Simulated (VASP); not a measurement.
# ScBe4Al2B3 (P-6m2) in VASP: a series of runs, part 2 of 2

VASP 6.6.1.

## (3) Single point, PBE

This run uses another cell than the first one, of 12.79 Å³/atom.

INCAR

```
ALGO     = Normal         # electronic algorithm
EDIFF    = 1E-6           # SCF threshold, eV
ENCUT    = 520            # plane-wave cutoff, eV
GGA      = PE             # functional
ISIF     = 2              # what is computed and relaxed
ISMEAR   = 0              # smearing method
LASPH    = True           # aspherical terms in the spheres
LCHARG   = True           # write CHGCAR
LELF     = True           # ELF
LREAL    = False          # projectors in reciprocal space
LVHAR    = True         
LWAVE    = False          # write WAVECAR
NBANDS   = 28             # bands
NELM     = 100            # most SCF steps
PREC     = Accurate       # precision mode
SIGMA    = 0.1            # smearing width, eV
```

KPOINTS

```
k-points
0
Gamma
  6 6 4
```

POSCAR

```
ScBe4Al2B3
1.0
    4.1146270615      0.0000000027      0.0000000000
   -2.0573135331      3.5633715610      0.0000000000
    0.0000000000      0.0000000000      8.7227004018
Sc Be Al B
1 4 2 3
Direct
    0.6666666667      0.3333333333      0.0000000000
    0.3333333333      0.6666666667      0.7714686257
    0.3333333333      0.6666666667      0.2285313743
    0.3333333333      0.6666666667      0.0000000000
    0.0000000000      0.0000000000      0.5000000000
    0.0000000000      0.0000000000      0.0000000000
    0.3333333333      0.6666666667      0.5000000000
    0.0000000000      0.0000000000      0.2657365162
    0.0000000000      0.0000000000      0.7342634838
    0.6666666667      0.3333333333      0.5000000000
```

Potentials or basis: VASP PAW PBE potentials, release 64 (Sc_sv, Be, Al, B).

Command:

```
$ cat potpaw_PBE.64/Sc_sv/POTCAR potpaw_PBE.64/Be/POTCAR potpaw_PBE.64/Al/POTCAR potpaw_PBE.64/B/POTCAR > POTCAR
$ mpirun -np 1 vasp_std > vasp.out
```

OUTCAR:

```text
EDIFF = 1E-6
   ENCUT = 520
   GGA = PE
   ISIF = 2
   ISMEAR = 0
   LASPH = True
   LREAL = False
   NELM = 100
   PREC = Accurate

 ion  position               nearest neighbor table
   1  0.667  0.333  0.000-   4 2.38   4 2.38   6 2.38   6 2.38   6 2.38   4 2.38
   2  0.333  0.667  0.771-   4 1.99   7 2.37
   3  0.333  0.667  0.229-   4 1.99   7 2.37
   4  0.333  0.667  0.000-   2 1.99   3 1.99   1 2.38   1 2.38   6 2.38   6 2.38   6 2.38   1 2.38

   5  0.000  0.000  0.500-   8 2.04   9 2.04   7 2.38   7 2.38   7 2.38
   6  0.000  0.000  0.000-   8 2.32   9 2.32   1 2.38   4 2.38   4 2.38   1 2.38   1 2.38   4 2.38

   7  0.333  0.667  0.500-   2 2.37   3 2.37  10 2.38  10 2.38   5 2.38   5 2.38   5 2.38  10 2.38

   8  0.000  0.000  0.266-   5 2.04   6 2.32
   9  0.000  0.000  0.734-   5 2.04   6 2.32
  10  0.667  0.333  0.500-   7 2.38   7 2.38   7 2.38

  LATTYP: Found a hexagonal cell.
 ALAT       =     4.1146270615
 C/A-ratio  =     2.1199249097

  Lattice vectors:

 A1 = (   4.1146270615,   0.0000000027,   0.0000000000)
 A2 = (  -2.0573135331,   3.5633715610,   0.0000000000)
 A3 = (   0.0000000000,   0.0000000000,   8.7227004018)

Analysis of symmetry for initial positions (statically):
=====================================================================
 Subroutine PRICEL returns:
 Original cell was already a primitive cell.

 Routine SETGRP: Setting up the symmetry group for a
 hexagonal supercell.

 Subroutine GETGRP returns: Found 12 space group operations
 (whereof 12 operations were pure point group operations)
 out of a pool of 24 trial point group operations.

The static configuration has the point symmetry D_3h.

Analysis of symmetry for dynamics (positions and initial velocities):
=====================================================================
 Subroutine PRICEL returns:
 Original cell was already a primitive cell.

 Routine SETGRP: Setting up the symmetry group for a
 hexagonal supercell.

 Subroutine GETGRP returns: Found 12 space group operations
 (whereof 12 operations were pure point group operations)
 out of a pool of 24 trial point group operations.

The dynamic configuration has the point symmetry D_3h.

 Subroutine INISYM returns: Found 12 space group operations
 (whereof 12 operations are pure point group operations),
 and found     1 'primitive' translations

----------------------------------------------------------------------------------------

                                     Primitive cell

  volume of cell :     127.8918

  direct lattice vectors                    reciprocal lattice vectors
     4.114627062  0.000000003  0.000000000     0.243035392  0.140316549  0.000000000
    -2.057313533  3.563371561  0.000000000    -0.000000000  0.280633098  0.000000000
     0.000000000  0.000000000  8.722700402     0.000000000  0.000000000  0.114643396

  length of vectors
     4.114627062  4.114627061  8.722700402     0.280633098  0.280633098  0.114643396
[... 55 lines left out ...]
  0.166667  0.000000  0.000000      6.000000
  0.333333  0.000000  0.000000      6.000000
  0.500000 -0.000000  0.000000      3.000000
  0.166667  0.166667  0.000000      6.000000
  0.333333  0.166667  0.000000     12.000000
[... 13 lines left out ...]
  0.333333  0.166667  0.500000     12.000000
  0.333333  0.333333  0.500000      2.000000
   k-points           NKPTS =     21   k-points in BZ     NKDIM =     21   number of bands    NBANDS=     28
   number of dos      NEDOS =    301   number of ions     NIONS =     10
   total plane-waves  NPLWV =  71680
   dimension x,y,z NGX =    32 NGY =   32 NGZ =   70
   dimension x,y,z NGXF=    64 NGYF=   64 NGZF=  140
   ions per type =               1   4   2   3
   NGX,Y,Z   is equivalent  to a cutoff of  12.93, 12.93, 13.34 a.u.
   NGXF,Y,Z  is equivalent  to a cutoff of  25.86, 25.86, 26.68 a.u.
 SYSTEM =  unknown system
   PREC   = accura    normal or accurate (medium, high low for compatibility)
   ISTART =      0    job   : 0-new  1-cont  2-samecut
   ICHARG =      2    charge: 1-file 2-atom 10-const
   ISPIN  =      1    spin polarized calculation?
   LNONCOLLINEAR =      F non collinear calculations
   LSORBIT =      F    spin-orbit coupling
   LASPH  =      T    aspherical Exc in radial PAW
   ENCUT  =  520.0 eV  38.22 Ry    6.18 a.u.   7.65  7.65 16.22*2*pi/ulx,y,z
   NELM   =    100;   NELMIN=  2; NELMDL= -5     # of ELM steps
   EDIFF  = 0.1E-05   stopping-criterion for ELM
   LREAL  =      F    real-space projection
   EDIFFG = 0.1E-04   stopping-criterion for IOM
   NSW    =      0    number of steps for IOM
   IBRION =     -1    ionic relax: 0-MD 1-quasi-New 2-CG
   NFREE  =      0    steps in history (QN), initial steepest desc. (CG)
   ISIF   =      2    stress and relaxation
   ISYM   =      2    0-nonsym 1-usesym 2-fastsym
   POTIM  = 0.5000    time-step for ionic-motion
   TEBEG  =    0.0;   TEEND  =   0.0 temperature during run
   PSTRESS=    0.0 pullay stress
   NELECT =      34.0000    total number of electrons
   NUPDOWN=      -1.0000    fix difference up-down
   EMIN   =  10.00;   EMAX   =-10.00  energy-range for DOS
   EFERMI =   0.00;   METHOD = LEGACY
   ISMEAR =     0;   SIGMA  =   0.10  broadening in eV -4-tet -1-fermi 0-gaus
   EFERMI_NEDOS =   21; number of points for ismear=-14 and -15
   IALGO  =     38    algorithm
   IMIX   =      4    mixing-type and parameters
     AMIX     =   0.40;   BMIX     =  1.00
     AMIX_MAG =   1.60;   BMIX_MAG =  1.00
  volume/ion in A,a.u.               =      12.79        86.31
  Fermi-wavevector in a.u.,A,eV,Ry     =   1.052657  1.989234 15.076441  1.108087
  Thomas-Fermi vector in A             =   2.187748
   LORBIT       =      0    0 simple, 1 ext, 2 COOP (PROOUT), +10 PAW based schemes
   GGA     = PE    functional components
   LHFCALC =     F    Hartree Fock is set to
   AEXX    =    0.0000 exact exchange contribution
   IVDW    =     0    specifies the selected vdW correction
   LEPSILON=     F    determine dielectric tensor
   LRPA    =     F    only Hartree local field effects (RPA)
 non-spin polarized calculation
 Gauss-broadening in eV      SIGMA  =   0.10
  energy-cutoff  :      520.00
  volume of cell :      127.89
 maximum number of plane-waves:      3476
 NGX is ok and might be reduce to    32
   NGX = 15   NGY = 15   NGZ = 33

 number of electron      34.0000001 magnetization

 Free energy of the ion-electron system (eV)
  ---------------------------------------------------
  ext. energy  EPLUGINS =         0.00000000
  ---------------------------------------------------
  free energy    TOTEN  =       -37.56261248 eV

  energy without entropy =      -37.54780078  energy(sigma->0) =      -37.55520663

 E-fermi :   5.0509     XC(G=0): -10.0162

 val. band max:        4.9744115777   @ k =   0.1667   0.0000   0.5000
 cond. band min:       5.0535336629   @ k =   0.5000  -0.0000   0.0000
 fundamental gap:      0.0791220853
 Fermi energy:         5.0509318212

 k-point     1 :       0.0000    0.0000    0.0000
  band No.  band energies     occupation
      1     -44.2521      2.00000
      2     -23.1186      2.00000
      3     -23.1186      2.00000
      4     -22.8682      2.00000
      5      -5.4714      2.00000
      6      -3.9771      2.00000
[... 640 lines left out ...]
     27       8.6376      0.00000
     28       9.0658      0.00000

------------------------ aborting loop because EDIFF is reached ----------------------------------------

  FORCE on cell =-STRESS in cart. coord.  units (eV):
  Direction    XX          YY          ZZ          XY          YZ          ZX
  --------------------------------------------------------------------------------------
  -------------------------------------------------------------------------------------
  Total        0.0699086      0.0699086      0.0906377     -0.0000000      0.0000000      0.0000000
  in kB        0.8757873      0.8757873      1.1354739     -0.0000000      0.0000000      0.0000000
  external PRESSURE =       0.9623495 kB  Pullay stress =       0.0000000 kB

 VOLUME and BASIS-vectors are now :
 -----------------------------------------------------------------------------
  energy-cutoff  :      520.00
  volume of cell :      127.89
      direct lattice vectors                 reciprocal lattice vectors
     4.114627062  0.000000003  0.000000000     0.243035392  0.140316549  0.000000000
    -2.057313533  3.563371561  0.000000000    -0.000000000  0.280633098  0.000000000
     0.000000000  0.000000000  8.722700402     0.000000000  0.000000000  0.114643396

 POSITION                                       TOTAL-FORCE (eV/Angst)
 -----------------------------------------------------------------------------------
      2.05731      1.18779      0.00000        -0.000000      0.000000     -0.000000
     -0.00000      2.37558      6.72929         0.000000     -0.000000     -0.006736
     -0.00000      2.37558      1.99341         0.000000     -0.000000      0.006736
     -0.00000      2.37558      0.00000        -0.000000     -0.000000     -0.000000
      0.00000      0.00000      4.36135         0.000000     -0.000000     -0.000000
      0.00000      0.00000      0.00000         0.000000     -0.000000     -0.000000
     -0.00000      2.37558      4.36135         0.000000     -0.000000     -0.000000
      0.00000      0.00000      2.31794         0.000000     -0.000000     -0.007652
      0.00000      0.00000      6.40476         0.000000     -0.000000      0.007652
      2.05731      1.18779      4.36135        -0.000000      0.000000     -0.000000
 -----------------------------------------------------------------------------------
    total drift:                                0.000000     -0.000000     -0.000000

  FREE ENERGIE OF THE ION-ELECTRON SYSTEM (eV)
  ---------------------------------------------------
  free  energy   TOTEN  =       -37.5626124818 eV

  energy  without entropy=      -37.5478007808  energy(sigma->0) =      -37.55520663
```

Run time: 2.6 min. Hardware: 1 thread of Intel Xeon 8259CL, shared host; peak memory 0.3 GiB.

Results:

```
Free energy            : -37.5626 eV
Pressure               : 0.1 GPa
Largest force          : 0.008 eV/Å
Band gap on the k mesh : zero (bands 17 and 18 overlap by 1.37 eV)
```

Forces in eV/Å, atoms in the order of the input:
```
Sc   0.000  0.000  0.000
Be   0.000  0.000 -0.007
Be   0.000  0.000  0.007
Be   0.000  0.000  0.000
Be   0.000  0.000  0.000
Al   0.000  0.000  0.000
Al   0.000  0.000  0.000
B    0.000  0.000 -0.008
B    0.000  0.000  0.008
B    0.000  0.000  0.000
```

Levels at points of the mesh, in eV from the Fermi level:
```
           k point  band 15  band 16  band 17  band 18  band 19  band 20
(0.00, 0.00, 0.00)    -0.39    -0.11     0.03     0.03     0.57     0.60
(0.50, 0.00, 0.00)    -1.57    -1.22    -1.17    -0.71     0.00     0.58
(0.00, 0.00, 0.50)    -0.72    -0.72     0.67     0.76     0.87     0.87
(0.50, 0.00, 0.50)    -1.64    -0.74    -0.53     0.26     0.37     0.51
```

The gap in the log of VASP goes by the Fermi energy; the results here count the filled bands.